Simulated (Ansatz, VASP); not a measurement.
# Te: VASP beside Ansatz

Contents of INCAR:

```
SYSTEM = Te
PREC = Accurate
ENCUT = 600
EDIFF = 1E-6
ISMEAR = -1
SIGMA = 0.05
LREAL = .False.
LASPH = .True.
NELM = 60
ALGO = Normal
ISIF = 3
LWAVE = .False.
LCHARG = .False.
GGA = PE
IBRION = 2
NSW = 80
EDIFFG = -0.01
```

File KPOINTS:

```
regular mesh
0
Gamma
  10 10 7
  0 0 0
```

File POSCAR:

```
Te
1.0
    4.4540000000      0.0000000000      0.0000000000
   -2.2270000000      3.8572771485      0.0000000000
    0.0000000000      0.0000000000      5.9240000000
Te
3
Direct
    0.2690000000      0.0000000000      0.3333333333
    0.0000000000      0.2690000000      0.6666666667
    0.7310000000      0.7310000000      0.0000000000
```

Input for Ansatz:

```yaml
crystal:
  lattice:
    - [4.454, 0.0, 0.0]
    - [-2.227, 3.8572771485, 0.0]
    - [0.0, 0.0, 5.924]
  atoms:
    - { symbol: Te, position: [0.269, 0.0, 0.3333333333] }
    - { symbol: Te, position: [0.0, 0.269, 0.6666666667] }
    - { symbol: Te, position: [0.731, 0.731, 0.0] }
basis:
  ecutwfc: 420
  xc_grid: 2
hamiltonian:
  xc: pbe
  pseudopotentials: { kind: paw, azcp: { folder: soft_1 } }
kpoints:
  mp_grid: { grid: [10, 10, 7] }
scf:
  occupations: { method: fermi_dirac, width: 0.05 }
  max_iter: 150
output:
  forces: true
  stress: true
relax:
  f_tol: 0.01
  max_steps: 60
  cell: {}
checkpoint:
  write: "../pbe.run"
  compress: false
  write_wavefunctions: false
  write_every: 100000
```

Alike in both runs: task relaxation of cell and atoms; functional PBE; k mesh 10 × 10 × 7; occupations fermi-dirac, width 0.05 eV; no spin polarisation.

|  | VASP | Ansatz |
| --- | --- | --- |
| version | VASP 6.6.1 | Ansatz 0.2.0 |
| potentials or method | VASP PAW PBE potentials, release 64 (Te), cutoff 600 eV | plane-wave PAW DFT |
| valence electrons in the cell | 18 | 48 |

Ansatz gave:

```
relaxed volume (Å³/atom)                                     : 35.11
relaxed cell length with the largest relative difference (Å) : 4.518
```

Question: Which values does VASP return?

Answer: Relaxed volume (Å³/atom): 34.94; relaxed cell length with the largest relative difference (Å): 4.509.

VASP's potentials hold 18 valence electrons a cell and Ansatz's 48, so a difference there can come from the potentials and not from the codes.

Spin-orbit coupling is off throughout.
